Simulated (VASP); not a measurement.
Input of a VASP 6.6.1 run:

INCAR

```
PREC = Accurate
ENCUT = 500
EDIFF = 1E-8
ISMEAR = 0
SIGMA = 0.01
LREAL = F
LASPH = T
NELM = 120
ALGO = Normal
ISIF = 2
LWAVE = F
LCHARG = F
GGA = PE
IVDW = 12
NBANDS = 17
IBRION = 6
NFREE = 2
POTIM = 0.015
NSW = 1
GGA_COMPAT = F
```

The input KPOINTS:

```
regular mesh
0
Gamma
  8 8 8
```

POSCAR

```
TlBr
1.0
    3.8449364366      0.0000000000      0.0000000000
    0.0000000000      3.8449364366      0.0000000000
    0.0000000000      0.0000000000      3.8449364366
Tl Br
1 1
Direct
    0.0000000000      0.0000000000      0.0000000000
    0.5000000000      0.5000000000      0.5000000000
```

Potentials or basis: VASP PAW PBE potentials, release 64 (Tl_d, Br).

The run is started by

```sh
$ cat potpaw_PBE.64/Tl_d/POTCAR potpaw_PBE.64/Br/POTCAR > POTCAR
$ mpirun -np 1 vasp_std > vasp.out
```

Q: Estimate the highest phonon frequency at Γ, LO-TO splitting left out.

A: 64 cm⁻¹.

Q: Estimate the dispersion energy per atom.

A: -0.303 eV.

Phonon frequencies in cm⁻¹ (negative: imaginary):
```
              q point     frequencies
(0.000, 0.000, 0.000)  0 0 0 64 64 64
```

Caveat: the cell stands under pressure or tension, which shifts response properties.
